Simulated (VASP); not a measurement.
Wanted: the native input for a VASP 6.6.1 run.

```yaml
Task: single point
Functional: PBE
Potentials_or_basis: VASP PAW PBE potentials, release 64 (Ga_d, O)
Cutoff: 520 eV
k_mesh: 10 × 10 × 4
Occupations: fermi-dirac, width 0.05 eV
Spin: no spin polarisation
Dipole_correction: no
Further_INCAR_settings: ALGO = Normal; EDIFF = 1e-07; NBANDS = 30
```

The structure of Ga2O3 lies in POSCAR:

```
Ga2O3
1.0
    2.6650113900     -1.5395405733      0.0000000000
    2.6650113900      1.5395405733      0.0000000000
   -0.0219932028      0.0000000000      7.6364722394
Ga O
2 3
Direct
    0.6668480600      0.6668480600      0.3103706900
    0.3331519400      0.3331519400      0.6896293100
    0.0000000000      0.0000000000      0.5000000000
    0.6681968600      0.6681968600      0.8236547200
    0.3318031400      0.3318031400      0.1763452800
```

The input as run:

INCAR

```
PREC = Accurate ; ENCUT = 520
EDIFF = 1E-7 ; ISMEAR = -1
SIGMA = 0.05 ; LREAL = False
LASPH = True ; NELM = 60
ALGO = Normal ; ISIF = 2
LWAVE = False ; LCHARG = False
GGA = PE ; NBANDS = 30
```

KPOINTS

```
Automatic mesh
0
Gamma
  10 10 4
```

Potentials or basis: VASP PAW PBE potentials, release 64 (Ga_d, O).

Run with:

```sh
$ cat potpaw_PBE.64/Ga_d/POTCAR potpaw_PBE.64/O/POTCAR > POTCAR
$ mpirun -np 1 vasp_std > vasp.out
```

Results of the run:

The pressure is -16.6 GPa. The largest force is 3.379 eV/Å. The band gap on the k mesh is 1.50 eV.

Caveat: the stress differs along the axes, from -21 to -14 GPa; forces of over 1 eV/Å act on the atoms, so gaps and moduli don't describe the material at rest.

It took 6.5 min on 1 thread of Intel Xeon 8259CL, on a shared host, peak memory 0.3 GiB.
